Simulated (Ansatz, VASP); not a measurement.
**In4Sb in VASP and in Ansatz**

The input INCAR:

```
SYSTEM = In4Sb
ALGO     = Fast           ! electronic algorithm
EDIFF    = 1E-6           ! SCF threshold, eV
EDIFFG   = -0.01          ! ionic threshold
ENCUT    = 600            ! plane-wave cutoff, eV
GGA      = PE             ! functional
IBRION   = 2              ! ionic algorithm
ISIF     = 3              ! what is computed and relaxed
ISMEAR   = 0              ! smearing method
LASPH    = .TRUE.         ! aspherical terms in the spheres
LCHARG   = .FALSE.        ! write CHGCAR
LREAL    = .FALSE.        ! projectors in reciprocal space
LWAVE    = .FALSE.        ! write WAVECAR
NELM     = 80             ! most SCF steps
NSW      = 100            ! ionic steps
PREC     = Accurate       ! precision mode
SIGMA    = 0.1            ! smearing width, eV
```

KPOINTS

```
k-points
0
G
  8 8 8
  0 0 0
```

Contents of POSCAR:

```
In4Sb
1.0
    5.5083380095      0.0000000000      0.0000000000
    0.0000000000      5.5083380095      0.0000000000
    0.0000000000      0.0000000000      5.5083380095
In Sb
4 1
Direct
    0.3023053911      0.3023053911      0.3023053911
    0.6976946089      0.6976946089      0.3023053911
    0.3023053911      0.6976946089      0.6976946089
    0.6976946089      0.3023053911      0.6976946089
    0.0000000000      0.0000000000      0.0000000000
```

Input for Ansatz:

```yaml
crystal:
  lattice:
    - [5.5083380095, 0.0, 0.0]
    - [0.0, 5.5083380095, 0.0]
    - [0.0, 0.0, 5.5083380095]
  atoms:
    - { symbol: In, position: [0.3023053911, 0.3023053911, 0.3023053911] }
    - { symbol: In, position: [0.6976946089, 0.6976946089, 0.3023053911] }
    - { symbol: In, position: [0.3023053911, 0.6976946089, 0.6976946089] }
    - { symbol: In, position: [0.6976946089, 0.3023053911, 0.6976946089] }
    - { symbol: Sb, position: [0.0, 0.0, 0.0] }
basis:
  ecutwfc: 420
kpoints:
  mp_grid: { grid: [8, 8, 8] }
hamiltonian:
  xc: pbe
scf:
  occupations: { method: gaussian, width: 0.1 }
output:
  forces: true
  stress: true
  eigenvalues: true
relax:
  adjacent_minimum: "off"
  f_tol: 0.01
  max_steps: 80
  cell: { stress_tol: 0.05 }
```

Change from the starting cell: species swapped into the SnI4 type (P-43m, No. 215).

Alike in both runs: task relaxation of cell and atoms; functional PBE; k mesh 8 × 8 × 8; occupations gaussian, width 0.1 eV; no spin polarisation.

|  | VASP | Ansatz |
| --- | --- | --- |
| version | VASP 6.6.1 | Ansatz 0.2.0 |
| potentials or method | VASP PAW PBE potentials, release 64 (In_d, Sb), cutoff 600 eV | scalar-relativistic, plane waves, PAW |
| valence electrons in the cell | 57 | 67 |

|  | VASP | Ansatz | Ansatz less VASP |
| --- | --- | --- | --- |
| gap on the k mesh at the Fermi level, each at its own relaxed structure (eV) | none | none | - |
| relaxed volume (Å³/atom) | 33.86 | 33.67 | -0.183 |
| relaxed length of the cell vector where the two differ most in proportion (Å) | 5.532 | 5.522 | -0.0100 |

A gap of «none» marks a metal or a gap that the smearing closes. VASP's potentials hold 57 valence electrons a cell and Ansatz's 67, so a difference there can come from the potentials and not from the codes.

Spin-orbit coupling is off throughout.
